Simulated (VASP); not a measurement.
# Al (Im-3m) in VASP: a series of runs

Runs on Al. Level: PBEsol. Tasks: relaxation of cell and atoms.

Everything below comes from runs of VASP 6.6.1. Logs are shortened: lines on timing, memory, paths and dates and some standing lists are left out, and cuts for length are marked.

## Step 1: The cell of the first run

Symmetry: Im-3m, No. 229, cubic system. Conventional cell: a = 3.210 Å, b = 3.210 Å, c = 3.210 Å, α = 90.00°, β = 90.00°, γ = 90.00°. Al (site symmetry m-3m) has 14 Al at 2.78 to 3.21 Å within 3.7 Å.

This isn't the form of Al at room conditions, which is fcc.

## Step 2: Relaxation of cell and atoms, PBEsol, target pressure 5 GPa, at which the enthalpy is minimised

INCAR

```
  ALGO = Normal
  EDIFF = 1E-7
  EDIFFG = -0.01
  ENCUT = 500
  GGA = PS
  GGA_COMPAT = False
  IBRION = 2
  ISIF = 3
  ISMEAR = -1
  LASPH = True
  LCHARG = False
  LREAL = False
  LWAVE = False
  NELM = 120
  NELMIN = 4
  NSW = 60
  PREC = Accurate
  PSTRESS = 50.0
  SIGMA = 0.05
```

KPOINTS

```
k-points
0
Gamma
  20 20 20
```

POSCAR

```
Al
1.0
   -1.6050000000      1.6050000000      1.6050000000
    1.6050000000     -1.6050000000      1.6050000000
    1.6050000000      1.6050000000     -1.6050000000
Al
1
Direct
    0.0000000000      0.0000000000      0.0000000000
```

Potentials or basis: VASP PAW PBE potentials, release 64 (Al).

Command:

```sh
> cat potpaw_PBE.64/Al/POTCAR > POTCAR
> mpirun -np 1 vasp_std > vasp.out
```

OUTCAR:

```text
EDIFF = 1E-7
   EDIFFG = -0.01
   ENCUT = 500
   GGA = PS
   IBRION = 2
   ISIF = 3
   ISMEAR = -1
   LASPH = True
   LREAL = False
   NELM = 120
   NELMIN = 4
   NSW = 60
   PREC = Accurate
   PSTRESS = 50.0

 ion  position               nearest neighbor table
   1  0.000  0.000  0.000-

  LATTYP: Found a body centered cubic cell.
 ALAT       =     3.2100000000

  Lattice vectors:

 A1 = (  -1.6050000000,   1.6050000000,   1.6050000000)
 A2 = (   1.6050000000,  -1.6050000000,   1.6050000000)
 A3 = (   1.6050000000,   1.6050000000,  -1.6050000000)

Analysis of symmetry for initial positions (statically):
=====================================================================
 Subroutine PRICEL returns:
 Original cell was already a primitive cell.

 Routine SETGRP: Setting up the symmetry group for a
 body centered cubic supercell.

 Subroutine GETGRP returns: Found 48 space group operations
 (whereof 48 operations were pure point group operations)
 out of a pool of 48 trial point group operations.

The static configuration has the point symmetry O_h .

Analysis of symmetry for dynamics (positions and initial velocities):
=====================================================================
 Subroutine PRICEL returns:
 Original cell was already a primitive cell.

 Routine SETGRP: Setting up the symmetry group for a
 body centered cubic supercell.

 Subroutine GETGRP returns: Found 48 space group operations
 (whereof 48 operations were pure point group operations)
 out of a pool of 48 trial point group operations.

The dynamic configuration has the point symmetry O_h .

 Subroutine INISYM returns: Found 48 space group operations
 (whereof 48 operations are pure point group operations),
 and found     1 'primitive' translations

----------------------------------------------------------------------------------------

                                     Primitive cell

  volume of cell :      16.5381

  direct lattice vectors                    reciprocal lattice vectors
    -1.605000000  1.605000000  1.605000000     0.000000000  0.311526480  0.311526480
     1.605000000 -1.605000000  1.605000000     0.311526480  0.000000000  0.311526480
     1.605000000  1.605000000 -1.605000000     0.311526480  0.311526480  0.000000000

  length of vectors
     2.779941546  2.779941546  2.779941546     0.440564973  0.440564973  0.440564973

  position of ions in fractional coordinates (direct lattice)
[... 84 lines left out ...]
   ISYM   =      2    0-nonsym 1-usesym 2-fastsym
   POTIM  = 0.5000    time-step for ionic-motion
   TEBEG  =    0.0;   TEEND  =   0.0 temperature during run
   PSTRESS=   50.0 pullay stress
   NELECT =       3.0000    total number of electrons
   NUPDOWN=      -1.0000    fix difference up-down
   EMIN   =  10.00;   EMAX   =-10.00  energy-range for DOS
   EFERMI =   0.00;   METHOD = LEGACY
   ISMEAR =    -1;   SIGMA  =   0.05  broadening in eV -4-tet -1-fermi 0-gaus
   EFERMI_NEDOS =   21; number of points for ismear=-14 and -15
   IALGO  =     38    algorithm
   IMIX   =      4    mixing-type and parameters
     AMIX     =   0.40;   BMIX     =  1.00
     AMIX_MAG =   1.60;   BMIX_MAG =  1.00
  volume/ion in A,a.u.               =      16.54       111.60
  Fermi-wavevector in a.u.,A,eV,Ry     =   0.926731  1.751267 11.685089  0.858830
  Thomas-Fermi vector in A             =   2.052725
   LORBIT       =      0    0 simple, 1 ext, 2 COOP (PROOUT), +10 PAW based schemes
   GGA     = PS    functional components
   LHFCALC =     F    Hartree Fock is set to
   AEXX    =    0.0000 exact exchange contribution
   IVDW    =     0    specifies the selected vdW correction
   LEPSILON=     F    determine dielectric tensor
   LRPA    =     F    only Hartree local field effects (RPA)
 conjugate gradient relaxation of ions
 non-spin polarized calculation
  energy-cutoff  :      500.00
  volume of cell :       16.54
 maximum number of plane-waves:       431
   NGX = 11   NGY = 11   NGZ = 11

--------------------------------------- Ionic step        1  -------------------------------------------

 number of electron       3.0000000 magnetization

 Free energy of the ion-electron system (eV)
  ---------------------------------------------------
  ext. energy  EPLUGINS =         0.00000000
  ---------------------------------------------------
  free energy    TOTEN  =        -3.99491110 eV

  energy without entropy =       -3.99130500  energy(sigma->0) =       -3.99310805

------------------------ aborting loop because EDIFF is reached ----------------------------------------

  FORCE on cell =-STRESS in cart. coord.  units (eV):
  Direction    XX          YY          ZZ          XY          YZ          ZX
  --------------------------------------------------------------------------------------
  -------------------------------------------------------------------------------------
  Total        0.0273827      0.0273827      0.0273827     -0.0000000     -0.0000000     -0.0000000
  in kB        2.6527816      2.6527816      2.6527816     -0.0000000     -0.0000000     -0.0000000
  external PRESSURE =     -47.3472184 kB  Pullay stress =      50.0000000 kB
[... 61 lines left out ...]
--------------------------------------- Ionic step        3  -------------------------------------------

 number of electron       3.0000000 magnetization

 Free energy of the ion-electron system (eV)
  ---------------------------------------------------
  ext. energy  EPLUGINS =         0.00000000
  ---------------------------------------------------
  free energy    TOTEN  =        -3.98057244 eV

  energy without entropy =       -3.97663614  energy(sigma->0) =       -3.97860429

 E-fermi :   8.5423     XC(G=0): -10.4608

 val. band max:        8.5129930748   @ k =  -0.3000   0.5000   0.0500
 cond. band min:       8.5498914234   @ k =  -0.4500   0.5000   0.4000
 fundamental gap:      0.0368983485
 Fermi energy:         8.5422814283

 k-point     1 :       0.0000    0.0000    0.0000
  band No.  band energies     occupation
      1      -2.9783      2.00000
      2      22.1058      0.00000
      3      22.1058      0.00000
      4      22.1058      0.00000
      5      24.0259      0.00000
[... 177 lines left out ...]
 k-point    24 :       0.2500    0.1000    0.0000
  band No.  band energies     occupation
      1      -0.1000      2.00000
      2      11.1967      0.00000
      3      15.2055      0.00000
      4      17.8711      0.00000
      5      21.1484      0.00000

 [... further k-points ...]

------------------------ aborting loop because EDIFF is reached ----------------------------------------

  FORCE on cell =-STRESS in cart. coord.  units (eV):
  Direction    XX          YY          ZZ          XY          YZ          ZX
  --------------------------------------------------------------------------------------
  -------------------------------------------------------------------------------------
  Total        0.4885213      0.4885213      0.4885213     -0.0000000      0.0000000      0.0000000
  in kB       50.0868858     50.0868858     50.0868858     -0.0000000      0.0000000      0.0000000
  external PRESSURE =       0.0868858 kB  Pullay stress =      50.0000000 kB
[... 20 lines left out ...]
  energy  without entropy=       -3.9766361372  energy(sigma->0) =       -3.97860429

  enthalpy is  TOTEN    =        -3.4928985519 eV   P V=        0.4876738862

 reached required accuracy - stopping structural energy minimisation
```

OSZICAR:

```text
N       E                     dE             d eps       ncg     rms          rms(c)
DAV:   1    -0.204393105573E+01   -0.20439E+01   -0.83359E+02  2720   0.314E+02
DAV:   2    -0.400903960516E+01   -0.19651E+01   -0.17901E+01  3245   0.295E+01
DAV:   3    -0.402421349435E+01   -0.15174E-01   -0.15127E-01  3545   0.310E+00
[... 17 lines left out ...]
       N       E                     dE             d eps       ncg     rms          rms(c)
DAV:   1    -0.398067149102E+01   -0.83482E-02   -0.10898E-02  3480   0.666E-01    0.920E-02
DAV:   2    -0.398061389661E+01    0.57594E-04   -0.76075E-05  3150   0.791E-02    0.331E-02
DAV:   3    -0.398057558306E+01    0.38314E-04   -0.12795E-05  3415   0.217E-02    0.113E-02
DAV:   4    -0.398057247162E+01    0.31114E-05   -0.12977E-06  3440   0.696E-03    0.719E-03
DAV:   5    -0.398057243810E+01    0.33527E-07   -0.95174E-09  2120   0.104E-03
   3 F= -.34928986E+01 E0= -.34909304E+01  d E =-.141001E-01
```

CONTCAR:

```text
Al
   1.00000000000000
    -1.5749618164577883    1.5749618164577883    1.5749618164577883
     1.5749618164577883   -1.5749618164577883    1.5749618164577883
     1.5749618164577883    1.5749618164577883   -1.5749618164577883
  Al
     1
Direct
     0.0000000000000000    0.0000000000000000    0.0000000000000000

  0.00000000E+00  0.00000000E+00  0.00000000E+00
```

Run time: 16 s. Hardware: 1 thread of AMD EPYC 9R45 (Zen 5), shared host; peak memory 0.1 GiB.

What came out:

| Item | Value |
| --- | --- |
| Free energy | -3.9806 eV |
| Relaxed volume | 15.63 Å³/atom |
| Relaxed cell | a = 2.728 Å, b = 2.728 Å, c = 2.728 Å, α = 109.47°, β = 109.47°, γ = 109.47° |
| Space group after relaxing (to 0.1 Å) | Im-3m (No. 229) |
| Energy change on relaxing (the run minimises the enthalpy) | +14.3 meV/atom |
| Ionic steps | 3 |
| Pressure after relaxing | 5.0 GPa |
| Band gap on the k mesh | zero (an odd number of electrons rules out a gap without spin polarisation) |

Step by step:
```
step  energy change (eV)  largest force (eV/Å)  pressure (GPa)  volume (Å³)
   1              0.0000                0.0000            0.27        16.54
   2              0.0226                0.0000            6.45        15.40
   3              0.0143                0.0000            5.01        15.63
```

Final structure:
```
Al
1.0
    -1.57496    1.57496    1.57496
     1.57496   -1.57496    1.57496
     1.57496    1.57496   -1.57496
Al
1
Direct
  0.00000 0.00000 0.00000
```

Caveat: the cell is relaxed towards a set pressure, so the run minimises the enthalpy, not the energy; the PAW data sets were made with another functional, which shifts forces and pressure a little.

## Step 3: Relaxation of cell and atoms, PBEsol, target pressure 10 GPa, at which the enthalpy is minimised

INCAR

```
ALGO = Normal ; EDIFF = 1E-7
EDIFFG = -0.01 ; ENCUT = 500
GGA = PS ; GGA_COMPAT = False
IBRION = 2 ; ISIF = 3
ISMEAR = -1 ; LASPH = True
LCHARG = False ; LREAL = False
LWAVE = False ; NELM = 120
NELMIN = 4 ; NSW = 60
PREC = Accurate ; PSTRESS = 100.0
SIGMA = 0.05
```

KPOINTS is that of step 2.

POSCAR is that of step 2.

Potentials or basis: VASP PAW PBE potentials, release 64 (Al).

Command:

```sh
> cat potpaw_PBE.64/Al/POTCAR > POTCAR
> mpirun -np 1 vasp_std > vasp.out
```

Wall time 16 s (1 thread of AMD EPYC 9R45 (Zen 5), shared host); peak memory 0.1 GiB.

The run converged. Its results:

```
Free energy                                                : -3.9465 eV
Relaxed volume                                             : 14.89 Å³/atom
Relaxed cell                                               : a = 2.684 Å, b = 2.684 Å, c = 2.684 Å, α = 109.47°, β = 109.47°, γ = 109.47°
Space group after relaxing (to 0.1 Å)                      : Im-3m (No. 229)
Energy change on relaxing (the run minimises the enthalpy) : +48.4 meV/atom
Ionic steps                                                : 3
Pressure after relaxing                                    : 10.0 GPa
Band gap on the k mesh                                     : zero (an odd number of electrons rules out a gap without spin polarisation)
```

The path:
```tsv
step	energy change (eV)	largest force (eV/Å)	pressure (GPa)	volume (Å³)
1	0.0000	0.0000	0.27	16.54
2	0.0991	0.0000	15.45	14.25
3	0.0484	0.0000	10.01	14.89
```

Final structure:
```
Al
1.0
    -1.54981    1.54981    1.54981
     1.54981   -1.54981    1.54981
     1.54981    1.54981   -1.54981
Al
1
Cartesian
  0.0000 0.0000 0.0000
```

Levels at points of the mesh, in eV from the Fermi level:
```tsv
k point	band 1	band 2	band 3	band 4	band 5
(0.00, 0.00, 0.00)	-11.87	13.87	13.87	13.87	16.25
(0.50, 0.00, 0.00)	-4.72	-3.99	8.49	8.97	10.70
(0.50, 0.50, 0.50)	2.05	2.05	2.05	2.80	2.80
```

Caveat: the cell is relaxed towards a set pressure, so the run minimises the enthalpy, not the energy; the PAW data sets were made with another functional, which shifts forces and pressure a little.

(Continued in part 2 of 2.)
